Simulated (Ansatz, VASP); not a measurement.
SiGeW3 in VASP and in Ansatz

```
Si Ge W
1.0
     4.50141    0.00000    0.00000
     0.00000    4.50141    0.00000
     0.00000    0.00000    4.50141
Si Ge W
1 1 3
Direct
  0.50000 0.50000 0.50000
  0.00000 0.00000 0.00000
  0.00000 0.50000 0.50000
  0.50000 0.00000 0.50000
  0.50000 0.50000 0.00000
```

Change from the starting cell: species swapped into the DyBPd3 type (Pm-3m, No. 221).

Alike in both runs: functional PBE; k mesh 8 × 8 × 8; occupations gaussian, width 0.1 eV; no spin polarisation.

Ansatz relaxed the structure, and its values are those at the end. VASP's run is a single point on that final structure, the one shown.

|  | VASP | Ansatz |
| --- | --- | --- |
| version | VASP 6.6.1 | Ansatz 0.2.0 |
| potentials or method | VASP PAW PBE potentials, release 64 (Si, Ge_d, W_sv), cutoff 520 eV | scalar-relativistic, plane waves, PAW |
| valence electrons in the cell | 60 | 60 |

Ansatz gave:

```
gap on the k mesh at the Fermi level (eV) : none
pressure (GPa)                            : 0.0
```

Problem. Which values does VASP return?

Solution. gap on the k mesh at the Fermi level (eV): none; pressure (GPa): 0.1.

A gap of «none» marks a metal or a gap that the smearing closes. The functional is the same, so the differences come from potentials, cutoffs and numerics.

Neither program's run includes spin-orbit coupling.
